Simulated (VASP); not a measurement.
ZrC, 2 atoms in the cell. Symmetry: Fm-3m, No. 225, cubic system. The conventional cell has a = 4.646 Å, b = 4.646 Å, c = 4.646 Å, α = 90.00°, β = 90.00°, γ = 90.00°. Zr (site symmetry m-3m) has 6 C at 2.32 Å within 3.1 Å. Within 3.1 Å of C (site symmetry m-3m) lie 6 Zr at 2.32 Å. 

- Program: VASP 6.6.1
- Task: single point
- Functional: PBEsol
- Potentials or basis: VASP PAW PBE potentials, release 64 (Zr_sv, C)
- Cutoff: 520 eV
- k mesh: 12 × 12 × 12
- Occupations: gaussian, width 0.05 eV
- Spin: no spin polarisation
- Dipole correction: no
- Further INCAR settings: ALGO = Normal; EDIFF = 1e-06; NBANDS = 15

Potentials or basis: VASP PAW PBE potentials, release 64 (Zr_sv, C).

The run is started by

```bash
$ cat potpaw_PBE.64/Zr_sv/POTCAR potpaw_PBE.64/C/POTCAR > POTCAR
$ mpirun -np 1 vasp_std > vasp.out
```

Hardware: 1 thread of AMD EPYC 9R45 96-Core Processor (Zen 5) (shared host).

Estimate the wall time of this run.

Run time: 14 s on 1 thread of AMD EPYC 9R45 96-Core Processor (Zen 5), on a shared host, peak memory 0.12 GiB. Counts: scf iterations 14, k points 72.
